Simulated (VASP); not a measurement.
LuScN2, 4 atoms in the cell. It takes space group P4/mmm (No. 123, tetragonal). Conventional cell: a = 3.119 Å, b = 3.119 Å, c = 9.254 Å, α = 90.00°, β = 90.00°, γ = 90.00°. Lu (site symmetry 4/mmm) has 4 N at 2.21 Å within 2.9 Å. Sc (site symmetry 4/mmm) has 4 N at 2.21 Å within 2.9 Å. Within 2.9 Å of N (site symmetry 4/mmm) lie 4 Sc at 2.21 Å. N (site symmetry 4/mmm) has 4 Lu at 2.21 Å within 2.9 Å. 

| Quantity | Value |
| --- | --- |
| Program | VASP 6.6.1 |
| Task | single point |
| Functional | PBE |
| Potentials or basis | VASP PAW PBE potentials, release 64 (Lu, Sc_sv, N) |
| Cutoff | 520 eV |
| k mesh | 14 × 14 × 6 |
| Occupations | gaussian, width 0.1 eV |
| Spin | no spin polarisation |
| Dipole correction | no |
| Further INCAR settings | ALGO = Normal; EDIFF = 1e-06; NBANDS = 31 |

Potentials or basis: VASP PAW PBE potentials, release 64 (Lu, Sc_sv, N).

Launch:

```bash
$ cat potpaw_PBE.64/Lu/POTCAR potpaw_PBE.64/Sc_sv/POTCAR potpaw_PBE.64/N/POTCAR > POTCAR
$ mpirun -np 1 vasp_std > vasp.out
```

Hardware: 1 thread of AMD EPYC 7R13, with other jobs on the host.

Task: Estimate the wall time of this run.

Result: It took 16 min on 1 thread of AMD EPYC 7R13 (shared host), peak memory 0.49 GiB. Counts: scf iterations 17, k points 144.
